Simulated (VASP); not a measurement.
**P: single point with PBE**

Crystal: P.

```
P
1.0
     2.76117    0.00000    0.00000
    -1.38058    2.39124    0.00000
     0.00000    0.00000    4.40418
P
2
Direct
  0.33333 0.66667 0.25000
  0.66667 0.33333 0.75000
```

This cell differs from its parent crystal: z stretched by -4 % at fixed volume.

```
Program                : VASP 6.6.1
Task                   : single point
Functional             : PBE
Potentials or basis    : VASP PAW PBE potentials, release 64 (P)
Cutoff                 : 520 eV
k mesh                 : 15 × 15 × 8
Occupations            : fermi-dirac, width 0.05 eV
Spin                   : no spin polarisation
Dipole correction      : no
Further INCAR settings : ALGO = Normal; EDIFF = 1e-07; NBANDS = 12
```

```json
{"Pressure": "-0.1 GPa", "Band gap on the k mesh": "zero (band 5 reaches 15.16 eV, above the bottom of band 6 at 5.11 eV)"}
```

Stress tensor (GPa, compression positive):
```
-1.52  0.00  0.00
 0.00 -1.52  0.00
 0.00  0.00  2.87
```

Levels at points of the mesh, in eV from the Fermi level:
```csv
k point,band 1,band 2,band 3,band 4,band 5,band 6,band 7,band 8,band 9,band 10
"(0.00, 0.00, 0.00)",-16.35,-10.19,-7.97,4.31,4.31,6.24,6.24,7.23,9.87,11.41
"(0.00, 0.00, 0.50)",-14.55,-14.55,-0.49,-0.49,5.36,5.36,5.36,5.36,10.84,10.84
```

Wall time 23 s on 1 thread of Intel(R) Xeon(R) Platinum 8488C (Sapphire Rapids), on a shared host, peak memory 0.17 GiB.
